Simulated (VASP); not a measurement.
# ZnS (F-43m) in VASP: notebook

Runs on ZnS. Level: LDA. Tasks: single point, relaxation of cell and atoms.

Everything below comes from runs of VASP 6.6.1. Logs are shortened: lines on timing, memory, paths and dates and some standing lists are left out, and cuts for length are marked.

## (1) The cell of the first run

It takes space group F-43m (No. 216, cubic). Conventional cell: a = 5.257 Å, b = 5.257 Å, c = 5.257 Å, α = 90.00°, β = 90.00°, γ = 90.00°. Within 3.0 Å of Zn (site symmetry -43m) lie 4 S at 2.28 Å. Within 3.0 Å of S (site symmetry -43m) lie 4 Zn at 2.28 Å.

## (2) Single point, LDA

INCAR reads:

```
SYSTEM = ZnS
ALGO     = Normal         ! electronic algorithm
EDIFF    = 1E-7           ! SCF threshold, eV
ENCUT    = 520            ! plane-wave cutoff, eV
GGA      = CA             ! functional
ISIF     = 2              ! what is computed and relaxed
ISMEAR   = 0              ! smearing method
LASPH    = .TRUE.         ! aspherical terms in the spheres
LCHARG   = .FALSE.        ! write CHGCAR
LREAL    = .FALSE.        ! projectors in reciprocal space
LWAVE    = .FALSE.        ! write WAVECAR
NBANDS   = 16             ! bands
NELM     = 80             ! most SCF steps
PREC     = Accurate       ! precision mode
SIGMA    = 0.01           ! smearing width, eV
```

KPOINTS reads:

```
k-points
0
G
  8 8 8
  0 0 0
```

POSCAR reads:

```
ZnS
1.0
    0.0000000000      2.6287198851      2.6287198851
    2.6287198851      0.0000000000      2.6287198851
    2.6287198851      2.6287198851      0.0000000000
Zn S
1 1
Direct
    0.7500000000      0.7500000000      0.7500000000
    0.0000000000      0.0000000000      0.0000000000
```

Potentials or basis: VASP PAW LDA potentials, release 64 (Zn, S).

The run is started by

```console
$ cat potpaw_LDA.64/Zn/POTCAR potpaw_LDA.64/S/POTCAR > POTCAR
$ mpirun -np 1 vasp_std > vasp.out
```

OUTCAR:

```text
SYSTEM = ZnS
   EDIFF = 1E-7
   ENCUT = 520
   GGA = CA
   ISIF = 2
   ISMEAR = 0
   LASPH = .TRUE.
   LREAL = .FALSE.
   NELM = 80
   PREC = Accurate

 ion  position               nearest neighbor table
   1  0.750  0.750  0.750-   2 2.28   2 2.28   2 2.28   2 2.28
   2  0.000  0.000  0.000-   1 2.28   1 2.28   1 2.28   1 2.28

  LATTYP: Found a face centered cubic cell.
 ALAT       =     5.2574397702

  Lattice vectors:

 A1 = (   0.0000000000,   2.6287198851,   2.6287198851)
 A2 = (   2.6287198851,   0.0000000000,   2.6287198851)
 A3 = (   2.6287198851,   2.6287198851,   0.0000000000)

Analysis of symmetry for initial positions (statically):
=====================================================================
 Subroutine PRICEL returns:
 Original cell was already a primitive cell.

 Routine SETGRP: Setting up the symmetry group for a
 face centered cubic supercell.

 Subroutine GETGRP returns: Found 24 space group operations
 (whereof 24 operations were pure point group operations)
 out of a pool of 48 trial point group operations.

The static configuration has the point symmetry T_d .

Analysis of symmetry for dynamics (positions and initial velocities):
=====================================================================
 Subroutine PRICEL returns:
 Original cell was already a primitive cell.

 Routine SETGRP: Setting up the symmetry group for a
 face centered cubic supercell.

 Subroutine GETGRP returns: Found 24 space group operations
 (whereof 24 operations were pure point group operations)
 out of a pool of 48 trial point group operations.

The dynamic configuration has the point symmetry T_d .

 Subroutine INISYM returns: Found 24 space group operations
 (whereof 24 operations are pure point group operations),
 and found     1 'primitive' translations

----------------------------------------------------------------------------------------

                                     Primitive cell

  volume of cell :      36.3298

  direct lattice vectors                    reciprocal lattice vectors
     0.000000000  2.628719885  2.628719885    -0.190206649  0.190206649  0.190206649
     2.628719885  0.000000000  2.628719885     0.190206649 -0.190206649  0.190206649
     2.628719885  2.628719885  0.000000000     0.190206649  0.190206649 -0.190206649

  length of vectors
     3.717571313  3.717571313  3.717571313     0.329447580  0.329447580  0.329447580

  position of ions in fractional coordinates (direct lattice)
     0.750000000  0.750000000  0.750000000
     0.000000000  0.000000000  0.000000000

[... 77 lines left out ...]
   LREAL  =      F    real-space projection
   EDIFFG = 0.1E-05   stopping-criterion for IOM
   NSW    =      0    number of steps for IOM
   IBRION =     -1    ionic relax: 0-MD 1-quasi-New 2-CG
   NFREE  =      0    steps in history (QN), initial steepest desc. (CG)
   ISIF   =      2    stress and relaxation
   ISYM   =      2    0-nonsym 1-usesym 2-fastsym
   POTIM  = 0.5000    time-step for ionic-motion
   TEBEG  =    0.0;   TEEND  =   0.0 temperature during run
   PSTRESS=    0.0 pullay stress
   NELECT =      18.0000    total number of electrons
   NUPDOWN=      -1.0000    fix difference up-down
   EMIN   =  10.00;   EMAX   =-10.00  energy-range for DOS
   EFERMI =   0.00;   METHOD = LEGACY
   ISMEAR =     0;   SIGMA  =   0.01  broadening in eV -4-tet -1-fermi 0-gaus
   EFERMI_NEDOS =   21; number of points for ismear=-14 and -15
   IALGO  =     38    algorithm
   IMIX   =      4    mixing-type and parameters
     AMIX     =   0.40;   BMIX     =  1.00
     AMIX_MAG =   1.60;   BMIX_MAG =  1.00
  volume/ion in A,a.u.               =      18.16       122.58
  Fermi-wavevector in a.u.,A,eV,Ry     =   1.295422  2.447993 22.832193  1.678119
  Thomas-Fermi vector in A             =   2.426943
   LORBIT       =      0    0 simple, 1 ext, 2 COOP (PROOUT), +10 PAW based schemes
   GGA     = CA    functional components
   LHFCALC =     F    Hartree Fock is set to
   AEXX    =    0.0000 exact exchange contribution
   IVDW    =     0    specifies the selected vdW correction
   LEPSILON=     F    determine dielectric tensor
   LRPA    =     F    only Hartree local field effects (RPA)
 non-spin polarized calculation
 Gauss-broadening in eV      SIGMA  =   0.01
  energy-cutoff  :      520.00
  volume of cell :       36.33
 maximum number of plane-waves:       992
   NGX = 13   NGY = 13   NGZ = 13

 number of electron      17.9999998 magnetization

 Free energy of the ion-electron system (eV)
  ---------------------------------------------------
  ext. energy  EPLUGINS =         0.00000000
  ---------------------------------------------------
  free energy    TOTEN  =        -8.20083964 eV

  energy without entropy =       -8.20083964  energy(sigma->0) =       -8.20083964

 E-fermi :   2.8391     XC(G=0): -10.4210

 val. band max:        2.7437305957   @ k =   0.0000   0.0000   0.0000
 cond. band min:       5.0071419420   @ k =   0.0000   0.0000   0.0000
 fundamental gap:      2.2634113463
 Fermi energy:         2.8391230594

 k-point     1 :       0.0000    0.0000    0.0000
  band No.  band energies     occupation
      1     -10.9772      2.00000
      2      -4.1208      2.00000
      3      -4.1208      2.00000
      4      -4.1208      2.00000
      5      -3.5396      2.00000
      6      -3.5396      2.00000
[... 433 lines left out ...]
      3      -3.9110      2.00000
      4      -3.6234      2.00000
      5      -3.5261      2.00000
      6      -3.2156      2.00000
[... 8 lines left out ...]
     15      16.3637      0.00000
     16      17.3128      0.00000

 [... further k-points ...]

------------------------ aborting loop because EDIFF is reached ----------------------------------------

  FORCE on cell =-STRESS in cart. coord.  units (eV):
  Direction    XX          YY          ZZ          XY          YZ          ZX
  --------------------------------------------------------------------------------------
  -------------------------------------------------------------------------------------
  Total        0.5265031      0.5265031      0.5265031      0.0000000      0.0000000     -0.0000000
  in kB       23.2192694     23.2192694     23.2192694      0.0000000      0.0000000     -0.0000000
  external PRESSURE =      23.2192694 kB  Pullay stress =       0.0000000 kB

 VOLUME and BASIS-vectors are now :
 -----------------------------------------------------------------------------
  energy-cutoff  :      520.00
  volume of cell :       36.33
      direct lattice vectors                 reciprocal lattice vectors
     0.000000000  2.628719885  2.628719885    -0.190206649  0.190206649  0.190206649
     2.628719885  0.000000000  2.628719885     0.190206649 -0.190206649  0.190206649
     2.628719885  2.628719885  0.000000000     0.190206649  0.190206649 -0.190206649

 POSITION                                       TOTAL-FORCE (eV/Angst)
 -----------------------------------------------------------------------------------
      3.94308      3.94308      3.94308         0.000000      0.000000      0.000000
      0.00000      0.00000      0.00000        -0.000000     -0.000000     -0.000000
 -----------------------------------------------------------------------------------
    total drift:                                0.000001      0.000001      0.000001

  FREE ENERGIE OF THE ION-ELECTRON SYSTEM (eV)
  ---------------------------------------------------
  free  energy   TOTEN  =        -8.2008396369 eV

  energy  without entropy=       -8.2008396369  energy(sigma->0) =       -8.20083964
```

OSZICAR:

```text
N       E                     dE             d eps       ncg     rms          rms(c)
DAV:   1     0.820943939552E+02    0.82094E+02   -0.85629E+03   928   0.136E+03
DAV:   2    -0.346044337647E+01   -0.85555E+02   -0.80607E+02  1072   0.264E+02
DAV:   3    -0.859756672708E+01   -0.51371E+01   -0.51157E+01  1136   0.614E+01
DAV:   4    -0.864524476321E+01   -0.47678E-01   -0.47667E-01  1176   0.612E+00
DAV:   5    -0.864573526437E+01   -0.49050E-03   -0.49048E-03  1128   0.598E-01    0.801E+00
DAV:   6    -0.823976151932E+01    0.40597E+00   -0.76229E-01  1392   0.323E+01    0.613E+00
DAV:   7    -0.820779971937E+01    0.31962E-01   -0.24161E-01  1152   0.521E+00    0.288E+00
DAV:   8    -0.820140642220E+01    0.63933E-02   -0.60637E-03  1384   0.146E+00    0.633E-01
DAV:   9    -0.820082960549E+01    0.57682E-03   -0.13220E-03  1064   0.266E-01    0.755E-02
DAV:  10    -0.820084369370E+01   -0.14088E-04   -0.11410E-04  1168   0.989E-02    0.422E-02
DAV:  11    -0.820083950271E+01    0.41910E-05   -0.14750E-05  1416   0.762E-02    0.916E-03
DAV:  12    -0.820083962922E+01   -0.12651E-06   -0.14721E-06  1112   0.130E-02    0.480E-03
DAV:  13    -0.820083963695E+01   -0.77314E-08   -0.58072E-08   792   0.424E-03
   1 F= -.82008396E+01 E0= -.82008396E+01  d E =-.998965E-44
```

stdout:

```text
POSCAR found type information on POSCAR ZnS
 POSCAR found :  2 types and       2 ions
 scaLAPACK will be used
 LDA part: xc-table for (Slater(with rela. corr.)+CA(PZ))
 , standard interpolation
 POSCAR, INCAR and KPOINTS ok, starting setup
 FFT: planning ... GRIDC
 FFT: planning ... GRID_SOFT
 FFT: planning ... GRID
 WAVECAR not read
 entering main loop
```

Run time: 36 s. Hardware: 1 thread of AMD EPYC 7R13, shared host; peak memory 0.11 GiB.

Results:

```yaml
Free_energy: -8.2008 eV
Pressure: 2.3 GPa
Band_gap_on_the_k_mesh: 2.26 eV, direct
```

Expect the measured gap to be larger: semilocal functionals such as LDA lack the derivative discontinuity.

(Part 1 of 2 ends here.)
